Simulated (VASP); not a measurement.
# LiCl in VASP: a series of runs

LiCl is run at these levels: PBE, HSE06; tasks: relaxation of cell and atoms, single point.

All numbers are computed with VASP 6.6.1; they aren't measurements. Logs are shortened: lines on timing, memory, paths and dates and some standing lists are left out, and cuts for length are marked.

### Step 1. The cell of the first run

The typed cell holds 8 atoms: a = 3.616 Å, b = 6.433 Å, c = 6.319 Å, α = 108.85°, β = 91.63°, γ = 89.83°.

### Step 2. Relaxation of cell and atoms, PBE

INCAR

```
SYSTEM = LiCl
ALGO = Normal ; EDIFF = 1E-6
EDIFFG = -0.025 ; ENCUT = 600
GGA = PE ; IBRION = 2
ISIF = 3 ; ISMEAR = 0
LASPH = .TRUE. ; LCHARG = .FALSE.
LREAL = .FALSE. ; LWAVE = .FALSE.
NELM = 80 ; NSW = 80
PREC = Accurate ; SIGMA = 0.1
```

KPOINTS

```
k-points
0
G
  4 2 2
  0 0 0
```

POSCAR

```
LiCl
1.0
    0.0351485088      2.5288529048      2.5850646486
    5.2204507046      2.6645456292     -2.6504603555
   -5.1505965423      2.5243944494     -2.6509032107
Li Cl
4 4
Direct
    0.0043561513     -0.0016589286      1.0029249544
    0.5043356767      0.4991151982      1.0031235851
    0.5016268634      0.0001936137      0.4939578840
   -0.0000595056      0.5056774752      0.4965111751
   -0.0015468522      0.2610205714      0.7497869512
    0.5048079955      0.7436525260      0.7404410466
    0.5012596391      0.2464278981      0.2505231734
   -0.0147799683      0.7455716460      0.2627312302
```

Potentials or basis: VASP PAW PBE potentials, release 64 (Li_sv, Cl).

On the command line:

```bash
$ cat potpaw_PBE.64/Li_sv/POTCAR potpaw_PBE.64/Cl/POTCAR > POTCAR
$ mpirun -np 1 vasp_std > vasp.out
```

OUTCAR:

```text
SYSTEM = LiCl
   EDIFF = 1E-6
   EDIFFG = -0.025
   ENCUT = 600
   GGA = PE
   IBRION = 2
   ISIF = 3
   ISMEAR = 0
   LASPH = .TRUE.
   LREAL = .FALSE.
   NELM = 80
   NSW = 80
   PREC = Accurate

 ion  position               nearest neighbor table
   1  0.004  0.998  0.003-   7 2.54   6 2.61   7 2.61
   2  0.504  0.499  0.003-   8 2.53   5 2.55   5 2.58   7 2.59   6 2.63
   3  0.502  0.000  0.494-   7 2.54   8 2.54   8 2.57   5 2.60   6 2.61
   4  1.000  0.506  0.497-   8 2.46   6 2.53   6 2.56   7 2.58   5 2.58
   5  0.998  0.261  0.750-   2 2.55   2 2.58   4 2.58   3 2.60
   6  0.505  0.744  0.740-   4 2.53   4 2.56   1 2.61   3 2.61   2 2.63
   7  0.501  0.246  0.251-   3 2.54   1 2.54   4 2.58   2 2.59   1 2.61
   8  0.985  0.746  0.263-   4 2.46   2 2.53   3 2.54   3 2.57

  LATTYP: Found a triclinic cell.
 ALAT       =     6.3189002137
 B/A-ratio  =     1.0179875307
 C/A-ratio  =     0.5723266568
 COS(alpha) =     0.0030143595
 COS(beta)  =     0.0284423949
 COS(gamma) =     0.3231738967

  Lattice vectors:

 A1 = (   5.1505965423,  -2.5243944494,   2.6509032107)
 A2 = (   5.2204507046,   2.6645456292,  -2.6504603555)
 A3 = (   0.0351485088,   2.5288529048,   2.5850646486)

Analysis of symmetry for initial positions (statically):
=====================================================================
 Subroutine PRICEL returns:
 Original cell was already a primitive cell.

 Routine SETGRP: Setting up the symmetry group for a
 triclinic supercell.

 Subroutine GETGRP returns: Found  1 space group operations
 (whereof  1 operations were pure point group operations)
 out of a pool of  2 trial point group operations.

The static configuration has the point symmetry C_1 .

Analysis of symmetry for dynamics (positions and initial velocities):
=====================================================================
 Subroutine PRICEL returns:
 Original cell was already a primitive cell.

 Routine SETGRP: Setting up the symmetry group for a
 triclinic supercell.

 Subroutine GETGRP returns: Found  1 space group operations
 (whereof  1 operations were pure point group operations)
 out of a pool of  2 trial point group operations.

The dynamic configuration has the point symmetry C_1 .

 Subroutine INISYM returns: Found  1 space group operations
 (whereof  1 operations are pure point group operations),
 and found     1 'primitive' translations

----------------------------------------------------------------------------------------

                                     Primitive cell

  volume of cell :     139.0506

  direct lattice vectors                    reciprocal lattice vectors
     0.035148509  2.528852905  2.585064649    -0.002679924  0.197700383  0.193472533
     5.220450705  2.664545629 -2.650460355     0.095141373  0.095083715 -0.094309752
    -5.150596542  2.524394449 -2.650903211    -0.097738844  0.097722412 -0.094268525

  length of vectors
     3.616475034  6.432561625  6.318900214     0.276630159  0.164277579  0.167299451

  position of ions in fractional coordinates (direct lattice)
     0.004356151  0.998341071  0.002924954
     0.504335677  0.499115198  0.003123585
     0.501626863  0.000193614  0.493957884
     0.999940494  0.505677475  0.496511175
     0.998453148  0.261020571  0.749786951
     0.504807996  0.743652526  0.740441047
     0.501259639  0.246427898  0.250523173
     0.985220032  0.745571646  0.262731230

  ion indices of the primitive-cell ions
   primitive index   ion index
                 1           1
                 2           2
                 3           3
                 4           4
                 5           5
                 6           6
                 7           7
                 8           8

----------------------------------------------------------------------------------------

 KPOINTS: k-points

Automatic generation of k-mesh.
 Grid dimensions read from file:
 generate k-points for:    4    2    2

 Generating k-lattice:

  Cartesian coordinates                     Fractional coordinates (reciprocal lattice)
    -0.000669981  0.049425096  0.048368133     0.250000000  0.000000000  0.000000000
     0.047570686  0.047541857 -0.047154876    -0.000000000  0.500000000  0.000000000
    -0.048869422  0.048861206 -0.047134262     0.000000000  0.000000000  0.500000000

  Length of vectors
     0.069157540  0.082138789  0.083649725

  Shift w.r.t. Gamma in fractional coordinates (k-lattice)
     0.000000000  0.000000000  0.000000000

 Subroutine IBZKPT returns following result:
 ===========================================

 Found     12 irreducible k-points:

 Following reciprocal coordinates:
            Coordinates               Weight
  0.000000  0.000000  0.000000      1.000000
  0.250000  0.000000  0.000000      2.000000
  0.500000  0.000000  0.000000      1.000000
 -0.000000  0.500000  0.000000      1.000000
  0.250000  0.500000  0.000000      2.000000
  0.500000  0.500000  0.000000      1.000000
 -0.000000 -0.000000  0.500000      1.000000
  0.250000 -0.000000  0.500000      2.000000
  0.500000 -0.000000  0.500000      1.000000
  0.000000  0.500000  0.500000      1.000000
  0.250000  0.500000  0.500000      2.000000
  0.500000  0.500000  0.500000      1.000000
   k-points           NKPTS =     12   k-points in BZ     NKDIM =     12   number of bands    NBANDS=     25
   number of dos      NEDOS =    301   number of ions     NIONS =      8
   total plane-waves  NPLWV =  81000
   dimension x,y,z NGX =    30 NGY =   54 NGZ =   50
   dimension x,y,z NGXF=    60 NGYF=  108 NGZF=  100
   ions per type =               4   4
   NGX,Y,Z   is equivalent  to a cutoff of  13.79, 13.96, 13.15 a.u.
   NGXF,Y,Z  is equivalent  to a cutoff of  27.58, 27.91, 26.31 a.u.
 SYSTEM =  LiCl
   PREC   = accura    normal or accurate (medium, high low for compatibility)
   ISTART =      0    job   : 0-new  1-cont  2-samecut
   ICHARG =      2    charge: 1-file 2-atom 10-const
   ISPIN  =      1    spin polarized calculation?
   LNONCOLLINEAR =      F non collinear calculations
   LSORBIT =      F    spin-orbit coupling
   LASPH  =      T    aspherical Exc in radial PAW
   ENCUT  =  600.0 eV  44.10 Ry    6.64 a.u.   7.22 12.85 12.62*2*pi/ulx,y,z
   NELM   =     80;   NELMIN=  2; NELMDL= -5     # of ELM steps
   EDIFF  = 0.1E-05   stopping-criterion for ELM
   LREAL  =      F    real-space projection
   EDIFFG = -.3E-01   stopping-criterion for IOM
   NSW    =     80    number of steps for IOM
   IBRION =      2    ionic relax: 0-MD 1-quasi-New 2-CG
   NFREE  =      1    steps in history (QN), initial steepest desc. (CG)
   ISIF   =      3    stress and relaxation
   ISYM   =      2    0-nonsym 1-usesym 2-fastsym
   POTIM  = 0.5000    time-step for ionic-motion
   TEBEG  =    0.0;   TEEND  =   0.0 temperature during run
   PSTRESS=    0.0 pullay stress
   NELECT =      40.0000    total number of electrons
   NUPDOWN=      -1.0000    fix difference up-down
   EMIN   =  10.00;   EMAX   =-10.00  energy-range for DOS
   EFERMI =   0.00;   METHOD = LEGACY
   ISMEAR =     0;   SIGMA  =   0.10  broadening in eV -4-tet -1-fermi 0-gaus
   EFERMI_NEDOS =   21; number of points for ismear=-14 and -15
   IALGO  =     38    algorithm
   IMIX   =      4    mixing-type and parameters
     AMIX     =   0.40;   BMIX     =  1.00
     AMIX_MAG =   1.60;   BMIX_MAG =  1.00
  volume/ion in A,a.u.               =      17.38       117.29
  Fermi-wavevector in a.u.,A,eV,Ry     =   1.080697  2.042221 15.890319  1.167905
  Thomas-Fermi vector in A             =   2.216694
   LORBIT       =      0    0 simple, 1 ext, 2 COOP (PROOUT), +10 PAW based schemes
   GGA     = PE    functional components
   LHFCALC =     F    Hartree Fock is set to
   AEXX    =    0.0000 exact exchange contribution
   IVDW    =     0    specifies the selected vdW correction
   LEPSILON=     F    determine dielectric tensor
   LRPA    =     F    only Hartree local field effects (RPA)
 conjugate gradient relaxation of ions
 non-spin polarized calculation
 Gauss-broadening in eV      SIGMA  =   0.10
  energy-cutoff  :      600.00
  volume of cell :      139.05
 maximum number of plane-waves:      4661
 NGX is ok and might be reduce to    30

--------------------------------------- Ionic step        1  -------------------------------------------

 number of electron      40.0000001 magnetization

 Free energy of the ion-electron system (eV)
  ---------------------------------------------------
  ext. energy  EPLUGINS =         0.00000000
  ---------------------------------------------------
  free energy    TOTEN  =       -29.47077348 eV

  energy without entropy =      -29.47077348  energy(sigma->0) =      -29.47077348

------------------------ aborting loop because EDIFF is reached ----------------------------------------

  FORCE on cell =-STRESS in cart. coord.  units (eV):
  Direction    XX          YY          ZZ          XY          YZ          ZX
  --------------------------------------------------------------------------------------
  -------------------------------------------------------------------------------------
  Total       -0.3676086     -0.1655045     -0.6005056     -0.5887040      0.5684979      0.0386716
  in kB       -4.2356818     -1.9069857     -6.9191808     -6.7831996      6.5503797      0.4455848
  external PRESSURE =      -4.3539494 kB  Pullay stress =       0.0000000 kB
[... 237 lines left out ...]
  energy  without entropy=      -29.5302869524  energy(sigma->0) =      -29.53028695

--------------------------------------- Ionic step        7  -------------------------------------------

 number of electron      39.9999980 magnetization

 Free energy of the ion-electron system (eV)
  ---------------------------------------------------
  ext. energy  EPLUGINS =         0.00000000
  ---------------------------------------------------
  free energy    TOTEN  =       -29.53131013 eV

  energy without entropy =      -29.53131013  energy(sigma->0) =      -29.53131013

 E-fermi :   1.1219     XC(G=0):  -8.6880

 val. band max:        0.5194851394   @ k =   0.0000   0.0000   0.0000
 cond. band min:       6.7950248105   @ k =   0.0000   0.0000   0.0000
 fundamental gap:      6.2755396711
 Fermi energy:         1.1219105621

 k-point     1 :       0.0000    0.0000    0.0000
  band No.  band energies     occupation
      1     -43.0337      2.00000
      2     -43.0305      2.00000
      3     -43.0273      2.00000
      4     -43.0243      2.00000
      5     -12.8520      2.00000
      6     -12.2970      2.00000
[... 360 lines left out ...]
  FREE ENERGIE OF THE ION-ELECTRON SYSTEM (eV)
  ---------------------------------------------------
  free  energy   TOTEN  =       -29.5313101272 eV

  energy  without entropy=      -29.5313101272  energy(sigma->0) =      -29.53131013

 reached required accuracy - stopping structural energy minimisation
```

Wall time 1.9 min (1 thread of AMD EPYC 9R45 (Zen 5), shared host); peak memory 0.25 GiB.

Results:

```yaml
Free_energy: -29.5313 eV
Relaxed_volume: 17.03 Å³/atom
Relaxed_cell: a = 3.643 Å, b = 6.297 Å, c = 6.292 Å, α = 109.24°, β = 89.87°, γ = 89.94°
Space_group_after_relaxing_to_0.1_Å: Fm-3m (No. 225)
Energy_gained_by_relaxing: 7.6 meV/atom
Ionic_steps: 7
Pressure_after_relaxing: 0.0 GPa
Largest_force_after_relaxing: 0.022 eV/Å
Band_gap_on_the_k_mesh: 6.28 eV
```

Forces in eV/Å, atoms in the order of the input:
```
Li  -0.006  0.006 -0.015
Li   0.000  0.010 -0.017
Li  -0.003 -0.013  0.012
Li   0.003 -0.009  0.008
Cl  -0.002 -0.002 -0.008
Cl  -0.006 -0.014  0.016
Cl   0.006  0.011 -0.002
Cl   0.008  0.010  0.006
```

Step by step:
```tsv
step	energy change (eV)	largest force (eV/Å)	pressure (GPa)	volume (Å³)
1	0.0000	0.3221	-0.44	139.05
2	-0.0228	0.2576	-0.28	138.10
3	-0.0525	0.0862	0.32	135.23
4	-0.0560	0.0747	0.09	136.11
5	-0.0577	0.0682	-0.20	137.29
6	-0.0595	0.0458	-0.11	136.89
7	-0.0605	0.0222	0.03	136.27
```

Final structure:
```cif
data_structure
_symmetry_space_group_name_H-M 'P 1'
_symmetry_Int_Tables_number 1
_cell_length_a 3.6428
_cell_length_b 6.2972
_cell_length_c 6.2919
_cell_angle_alpha 109.245
_cell_angle_beta 89.871
_cell_angle_gamma 89.938
_cell_volume 136.27
loop_
_atom_site_label
_atom_site_type_symbol
_atom_site_fract_x
_atom_site_fract_y
_atom_site_fract_z
_atom_site_occupancy
Li1 Li 0.00167 0.99860 0.99913 1
Li2 Li 0.50148 0.49814 0.99925 1
Li3 Li 0.50004 0.00168 0.50019 1
Li4 Li 0.00001 0.50151 0.50068 1
Cl1 Cl 0.00115 0.25056 0.74949 1
Cl2 Cl 0.49975 0.75158 0.75109 1
Cl3 Cl 0.49853 0.24906 0.24976 1
Cl4 Cl 0.99737 0.74887 0.25041 1
```

Levels at points of the mesh, in eV from the valence-band top:
```
           k point  band 17  band 18  band 19  band 20  band 21  band 22  band 23  band 24
(0.00, 0.00, 0.00)    -0.25    -0.02    -0.01     0.00     6.28     6.74     6.74     7.85
(0.50, 0.00, 0.00)    -1.06    -1.06    -0.29    -0.29     8.15     8.15     9.52     9.52
(0.00, 0.50, 0.00)    -0.15    -0.14    -0.14    -0.13     7.18     7.18     8.14     8.15
(0.50, 0.50, 0.00)    -0.72    -0.72    -0.70    -0.69     8.14     8.14     8.16     8.16
(0.00, 0.00, 0.50)    -0.16    -0.15    -0.13    -0.12     7.17     7.19     8.13     8.16
(0.50, 0.00, 0.50)    -0.72    -0.71    -0.70    -0.69     8.14     8.15     8.16     8.17
(0.00, 0.50, 0.50)    -0.58    -0.58    -0.29    -0.29     8.15     8.16     8.48     8.48
(0.50, 0.50, 0.50)    -0.27    -0.27    -0.26    -0.25     6.74     6.74     7.85     7.86
```

Caveat: the k points lie up to 0.53 Å⁻¹ apart in the final cell; the cutoff is under 1.25 times the usual one of these potentials, so pressure, stress and relaxed cells hold a basis-set (Pulay) error. A k mesh can miss the band edges.

### Step 3. Single point, PBE

This run uses another cell than the first one, of 17.04 Å³/atom.

INCAR

```
SYSTEM = LiCl
ALGO = Normal ; EDIFF = 1E-6
ENCUT = 520 ; GGA = PE
ISIF = 2 ; ISMEAR = 0
LASPH = .TRUE. ; LCHARG = .FALSE.
LREAL = .FALSE. ; LWAVE = .FALSE.
NBANDS = 30 ; NELM = 80
PREC = Accurate ; SIGMA = 0.1
```

KPOINTS

```
k-points
0
G
  4 6 4
  0 0 0
```

POSCAR

```
LiCl
1.0
    5.1119307334      0.0000000000      0.4879370370
    0.0000000000      3.6411608151      0.0000000000
   -0.7044964983      0.0000000000      7.2569969897
Li Cl
4 4
Direct
    0.2499273218      0.7502340538      0.8751881970
    0.7500726782      0.2502340538      0.6248118030
    0.7500726782      0.2497659462      0.1248118030
    0.2499273218      0.7497659462      0.3751881970
    0.2499921686      0.2501080773      0.6250122554
    0.7500078314      0.7501080773      0.8749877446
    0.7500078314      0.7498919227      0.3749877446
    0.2499921686      0.2498919227      0.1250122554
```

Potentials or basis: VASP PAW PBE potentials, release 64 (Li_sv, Cl).

On the command line:

```bash
$ cat potpaw_PBE.64/Li_sv/POTCAR potpaw_PBE.64/Cl/POTCAR > POTCAR
$ mpirun -np 1 vasp_std > vasp.out
```

Wall time 61 s (1 thread of AMD EPYC 9R45 (Zen 5), shared host); peak memory 0.26 GiB.

It converged, with:

| Item | Value |
| --- | --- |
| Free energy | -29.5447 eV |
| Band gap on the k mesh | 6.27 eV |

Levels at points of the mesh, in eV from the valence-band top:
| k point | band 16 | band 17 | band 18 | band 19 | band 20 | band 21 | band 22 | band 23 | band 24 | band 25 |
| --- | --- | --- | --- | --- | --- | --- | --- | --- | --- | --- |
| (0.00, 0.00, 0.00) | -0.29 | -0.29 | -0.02 | -0.01 | 0.00 | 6.27 | 7.85 | 8.16 | 8.16 | 8.29 |
| (0.50, 0.00, 0.00) | -0.58 | -0.26 | -0.26 | -0.26 | -0.25 | 6.74 | 6.75 | 8.48 | 8.48 | 9.48 |
| (0.00, 0.50, 0.00) | -1.10 | -1.08 | -1.08 | -0.29 | -0.29 | 7.86 | 7.86 | 8.15 | 8.15 | 8.30 |
| (0.50, 0.50, 0.00) | -1.06 | -0.27 | -0.27 | -0.26 | -0.26 | 6.74 | 6.74 | 9.46 | 9.46 | 9.50 |
| (0.00, 0.00, 0.50) | -0.82 | -0.40 | -0.40 | -0.02 | -0.02 | 7.32 | 7.32 | 8.07 | 8.07 | 9.89 |
| (0.50, 0.00, 0.50) | -0.45 | -0.43 | -0.43 | -0.43 | -0.43 | 7.63 | 7.63 | 7.64 | 7.64 | 9.56 |
| (0.00, 0.50, 0.50) | -1.27 | -0.84 | -0.84 | -0.84 | -0.84 | 8.58 | 8.58 | 8.58 | 8.58 | 9.19 |
| (0.50, 0.50, 0.50) | -1.29 | -0.58 | -0.58 | -0.58 | -0.58 | 8.19 | 8.19 | 8.19 | 8.19 | 9.29 |

Caveat: the cutoff is under 1.25 times the usual one of these potentials, so pressure, stress and relaxed cells hold a basis-set (Pulay) error.

### Step 4. Single point, HSE06

This run uses another cell than the first one: it holds 2 atoms, not 8.

POSCAR

```
LiCl
1.0
    0.0000000000      2.5746113100      2.5746113100
    2.5746113100      0.0000000000      2.5746113100
    2.5746113100      2.5746113100      0.0000000000
Li Cl
1 1
Direct
    0.0000000000      0.0000000000      0.0000000000
    0.5000000000      0.5000000000      0.5000000000
```

INCAR.step1

```
  ALGO = Normal
  EDIFF = 1E-5
  ENCUT = 520
  GGA = PE
  ISIF = 2
  ISMEAR = 0
  LASPH = True
  LCHARG = False
  LREAL = False
  LWAVE = True
  NBANDS = 12
  NELM = 100
  PREC = Accurate
  SIGMA = 0.02
```

INCAR.step2

```
  ALGO = Normal
  EDIFF = 1E-6
  ENCUT = 520
  GGA = PE
  HFSCREEN = 0.2079
  ISIF = 2
  ISMEAR = 0
  ISTART = 1
  LASPH = True
  LCHARG = False
  LHFCALC = True
  LREAL = False
  LWAVE = False
  NBANDS = 12
  NELM = 100
  PREC = Accurate
  PRECFOCK = Normal
  SIGMA = 0.02
```

KPOINTS

```
k-points
0
Gamma
  6 6 6
```

On the command line:

```bash
$ cat potpaw_PBE.64/Li_sv/POTCAR potpaw_PBE.64/Cl/POTCAR > POTCAR
$ cp INCAR.step1 INCAR
$ mpirun -np 1 vasp_std > vasp.out
$ cp INCAR.step2 INCAR
$ mpirun -np 1 vasp_std > vasp.out
```

Wall time 5.9 min (1 thread of AMD EPYC 9R45 (Zen 5), shared host); peak memory 0.24 GiB.

The run converged. Its results:

| Property | Result |
| --- | --- |
| Free energy | -8.4581 eV |
| Band gap on the k mesh | 7.66 eV |

Levels at points of the mesh, in eV from the valence-band top:
| k point | band 2 | band 3 | band 4 | band 5 | band 6 | band 7 | band 8 | band 9 |
| --- | --- | --- | --- | --- | --- | --- | --- | --- |
| (0.00, 0.00, 0.00) | -14.62 | 0.00 | 0.00 | 0.00 | 7.66 | 13.45 | 13.45 | 13.45 |
| (0.50, 0.00, 0.00) | -14.01 | -2.99 | -0.28 | -0.28 | 8.11 | 10.99 | 10.99 | 14.59 |
| (0.50, 0.50, 0.00) | -13.76 | -3.05 | -1.16 | -1.16 | 9.27 | 9.64 | 14.04 | 15.76 |

Caveat: the cutoff is under 1.25 times the usual one of these potentials, so pressure, stress and relaxed cells hold a basis-set (Pulay) error; the PAW data sets were made with another functional, which shifts forces and pressure a little.

### Step 5. The runs side by side

```tsv
task	level	cell	k mesh	cutoff (eV)	smearing	grid for exact exchange (PRECFOCK)	share of exact exchange	screening parameter	gap on the mesh (eV)
relaxation of cell and atoms	PBE	relaxed from a = 3.616, b = 6.433, c = 6.319 Å, angles 108.9, 91.6, 89.8°, 8 atoms, atomic positions A	4 × 2 × 2	600	gaussian 0.1 eV	-	-	-	6.28
single point	PBE	a = 5.135, b = 3.641, c = 7.291 Å, angles 90.0, 90.1, 90.0°, 8 atoms, atomic positions B	4 × 6 × 4	520	gaussian 0.1 eV	-	-	-	6.27
single point	HSE06	a = 3.641 Å, angles 60.0°, 2 atoms, atomic positions C	6 × 6 × 6	520	gaussian 0.02 eV	Normal	0.25	0.2079 1/Å	7.66
```

Alike in all rows: potentials or basis VASP PAW PBE potentials, release 64 (Li_sv, Cl); no spin polarisation.

Caveats: some runs use coarse meshes; the cutoff is under 1.25 times the usual one of these potentials, so pressure, stress and relaxed cells hold a basis-set (Pulay) error; the PAW data sets were made with another functional, which shifts forces and pressure a little (at least some runs).

Absolute energies hang on the potentials; compare differences alone.
